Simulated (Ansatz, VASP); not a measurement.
# One calculation of ZrH5, two programs

```
Zr H
1.0
     2.23305    1.28925    2.19388
    -2.23305    1.28925    2.19388
     0.00000   -2.57850    2.19388
Zr H
1 5
Direct
  0.50000 0.50000 0.50000
  0.79379 0.79379 0.79379
  0.20621 0.20621 0.20621
  0.00000 0.00000 0.50000
  0.50000 0.00000 0.00000
  0.00000 0.50000 0.00000
```

Alike in both runs: functional PBE; k mesh 4 × 4 × 4; occupations gaussian, width 0.2 eV; no spin polarisation.

Ansatz relaxed the structure, and its values are those at the end. VASP's run is a single point on that final structure, the one shown.

|  | VASP | Ansatz |
| --- | --- | --- |
| version | VASP 6.6.1 | Ansatz 0.2.0 |
| potentials or method | VASP PAW PBE potentials, release 64 (Zr_sv, H), cutoff 500 eV | scalar-relativistic, plane waves, PAW |
| valence electrons in the cell | 17 | 17 |

```csv
,VASP,Ansatz,Ansatz less VASP
gap on the k mesh at the Fermi level (eV),none,none,-
pressure (GPa),-0.3,-0.1,+0.19
rms of the force components (eV/Å),0.027,0.026,-0.0003
```

A gap of «none» marks a metal or a gap that the smearing closes.

The k mesh is coarse, so the values compare programs but aren't converged.
